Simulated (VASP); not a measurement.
# Ti (Im-3m) in VASP: a series of runs, part 3 of 3

VASP 6.6.1. Earlier steps stand in the parts before.

### Step 5. Single point, rpbe exchange, lyp correlation

File INCAR:

```
  PREC = Accurate
  ENCUT = 500
  EDIFF = 1E-6
  ISMEAR = -1
  SIGMA = 0.025
  LREAL = F
  LASPH = T
  NELM = 120
  ALGO = Normal
  ISIF = 2
  LWAVE = F
  LCHARG = T
  GGA = LIBXC
  LIBXC1 = GGA_X_RPBE
  LIBXC2 = GGA_C_LYP
  LELF = T
  LVHAR = T
  NBANDS = 12
  GGA_COMPAT = F
```

File KPOINTS:

```
Automatic mesh
0
Gamma
  11 11 11
```

File POSCAR:

```
Ti
1.0
   -1.6410000000      1.6410000000      1.6410000000
    1.6410000000     -1.6410000000      1.6410000000
    1.6410000000      1.6410000000     -1.6410000000
Ti
1
Direct
    0.0000000000      0.0000000000      0.0000000000
```

Potentials or basis: VASP PAW PBE potentials, release 64 (Ti_sv).

Started as:

```sh
$ cat potpaw_PBE.64/Ti_sv/POTCAR > POTCAR
$ mpirun -np 1 vasp_std > vasp.out
```

OUTCAR:

```text
PREC = Accurate
   ENCUT = 500
   EDIFF = 1E-6
   ISMEAR = -1
   LREAL = F
   LASPH = T
   NELM = 120
   ISIF = 2
   GGA = LIBXC

 ion  position               nearest neighbor table
   1  0.000  0.000  0.000-

  LATTYP: Found a body centered cubic cell.
 ALAT       =     3.2820000000

  Lattice vectors:

 A1 = (  -1.6410000000,   1.6410000000,   1.6410000000)
 A2 = (   1.6410000000,  -1.6410000000,   1.6410000000)
 A3 = (   1.6410000000,   1.6410000000,  -1.6410000000)

Analysis of symmetry for initial positions (statically):
=====================================================================
 Subroutine PRICEL returns:
 Original cell was already a primitive cell.

 Routine SETGRP: Setting up the symmetry group for a
 body centered cubic supercell.

 Subroutine GETGRP returns: Found 48 space group operations
 (whereof 48 operations were pure point group operations)
 out of a pool of 48 trial point group operations.

The static configuration has the point symmetry O_h .

Analysis of symmetry for dynamics (positions and initial velocities):
=====================================================================
 Subroutine PRICEL returns:
 Original cell was already a primitive cell.

 Routine SETGRP: Setting up the symmetry group for a
 body centered cubic supercell.

 Subroutine GETGRP returns: Found 48 space group operations
 (whereof 48 operations were pure point group operations)
 out of a pool of 48 trial point group operations.

The dynamic configuration has the point symmetry O_h .

 Subroutine INISYM returns: Found 48 space group operations
 (whereof 48 operations are pure point group operations),
 and found     1 'primitive' translations

----------------------------------------------------------------------------------------
[... 114 lines left out ...]
  Thomas-Fermi vector in A             =   2.557745
   LORBIT       =      0    0 simple, 1 ext, 2 COOP (PROOUT), +10 PAW based schemes
   GGA     = LIBXC    functional components
   LHFCALC =     F    Hartree Fock is set to
   AEXX    =    0.0000 exact exchange contribution
   IVDW    =     0    specifies the selected vdW correction
   LEPSILON=     F    determine dielectric tensor
   LRPA    =     F    only Hartree local field effects (RPA)
 non-spin polarized calculation
  energy-cutoff  :      500.00
  volume of cell :       17.68
 maximum number of plane-waves:       460
 NGX is ok and might be reduce to    24
   NGX = 11   NGY = 11   NGZ = 11

 number of electron      12.0000001 magnetization

 Free energy of the ion-electron system (eV)
  ---------------------------------------------------
  ext. energy  EPLUGINS =         0.00000000
  ---------------------------------------------------
  free energy    TOTEN  =        -6.37353995 eV

  energy without entropy =       -6.36707648  energy(sigma->0) =       -6.37030821

 E-fermi :   8.5030     XC(G=0): -10.7567

 val. band max:        8.4919620150   @ k =  -0.4545  -0.4545   0.0909
 cond. band min:       8.5330175362   @ k =  -0.3636   0.3636   0.0909
 fundamental gap:      0.0410555212
 Fermi energy:         8.5030094157

 k-point     1 :       0.0000    0.0000    0.0000
  band No.  band energies     occupation
      1     -48.0916      2.00000
      2     -23.9726      2.00000
      3     -23.9726      2.00000
      4     -23.9726      2.00000
      5       2.7166      2.00000
      6       9.4506      0.00000
      7       9.4507      0.00000
      8       9.4507      0.00000
      9      11.1501      0.00000
     10      11.1501      0.00000
     11      25.9019      0.00000
     12      25.9019      0.00000
[... 331 lines left out ...]
 k-point    24 :       0.3636    0.1818    0.0909
  band No.  band energies     occupation
      1     -47.9631      2.00000
      2     -24.4900      2.00000
      3     -24.2540      2.00000
      4     -24.0728      2.00000
      5       7.1042      2.00000
      6       7.9303      2.00000
      7       8.5901      0.05961
      8      11.3252      0.00000
      9      11.5109      0.00000
     10      14.7109      0.00000
     11      16.9466      0.00000
     12      19.5345      0.00000

 [... further k-points ...]

------------------------ aborting loop because EDIFF is reached ----------------------------------------

  FORCE on cell =-STRESS in cart. coord.  units (eV):
  Direction    XX          YY          ZZ          XY          YZ          ZX
  --------------------------------------------------------------------------------------
  -------------------------------------------------------------------------------------
  Total        0.2976781      0.2976781      0.2976781     -0.0000000     -0.0000000      0.0000000
  in kB       26.9818463     26.9818463     26.9818463     -0.0000000     -0.0000000      0.0000000
  external PRESSURE =      26.9818463 kB  Pullay stress =       0.0000000 kB

 VOLUME and BASIS-vectors are now :
 -----------------------------------------------------------------------------
  energy-cutoff  :      500.00
  volume of cell :       17.68
      direct lattice vectors                 reciprocal lattice vectors
    -1.641000000  1.641000000  1.641000000     0.000000000  0.304692261  0.304692261
     1.641000000 -1.641000000  1.641000000     0.304692261  0.000000000  0.304692261
     1.641000000  1.641000000 -1.641000000     0.304692261  0.304692261  0.000000000

 POSITION                                       TOTAL-FORCE (eV/Angst)
 -----------------------------------------------------------------------------------
      0.00000      0.00000      0.00000         0.000000      0.000000      0.000000
 -----------------------------------------------------------------------------------
    total drift:                                0.000000      0.000000      0.000000

  FREE ENERGIE OF THE ION-ELECTRON SYSTEM (eV)
  ---------------------------------------------------
  free  energy   TOTEN  =        -6.3735399468 eV

  energy  without entropy=       -6.3670764784  energy(sigma->0) =       -6.37030821
```

stdout:

```text
POSCAR found type information on POSCAR Ti
 POSCAR found :  1 types and       1 ions
 scaLAPACK will be used
 -----------------------------------------------------------------------------
|                                                                             |
|                                                                             |
|     You enforced a specific xc type in the INCAR file but a different       |
|     I HOPE YOU KNOW WHAT YOU ARE DOING!                                     |
|                                                                             |
 -----------------------------------------------------------------------------

 LDA part: xc-table for (None,None), standard interpolation
 POSCAR, INCAR and KPOINTS ok, starting setup
 FFT: planning ... GRIDC
 FFT: planning ... GRID_SOFT
 FFT: planning ... GRID
 WAVECAR not read
 entering main loop
```

Wall time 8.2 s (1 thread of Intel Xeon Platinum 8488C (Sapphire Rapids), shared host); peak memory 0.14 GiB.

What came out:

| Item | Value |
| --- | --- |
| Free energy | -6.3735 eV |
| Pressure | 2.7 GPa |
| Band gap on the k mesh | zero (bands 6 and 7 overlap by 1.54 eV) |

Caveat: the PAW data sets were made with another functional, which shifts forces and pressure a little.

### Step 6. Summary

```csv
task,level,cell,k mesh,cutoff (eV),smearing,grid for exact exchange (PRECFOCK),share of exact exchange,gap on the mesh (eV),pressure (GPa)
single point,BHLYP,"a = 2.842 Å, angles 109.5°, 1 atom",7 × 7 × 7,520,fermi-dirac 0.05 eV,Normal,0.5,none,-1.3
single point,HF,"a = 2.881 Å, angles 109.5°, 1 atom",6 × 6 × 6,520,fermi-dirac 0.05 eV,Normal,1,none,-1.6
relaxation of cell and atoms,B3LYP,"relaxed from a = 2.842 Å, angles 109.5°, 1 atom",6 × 6 × 6,600,fermi-dirac 0.05 eV,Normal,0.2,none,0.0
single point,"rpbe exchange, lyp correlation","a = 2.842 Å, angles 109.5°, 1 atom",11 × 11 × 11,500,fermi-dirac 0.025 eV,-,-,none,2.7
```

Alike in all rows: potentials or basis VASP PAW PBE potentials, release 64 (Ti_sv); no spin polarisation.

Caveats: some runs use coarse meshes; the PAW data sets were made with another functional, which shifts forces and pressure a little.

Total energies depend on the potentials used, so only differences within one code and one set of settings carry meaning.
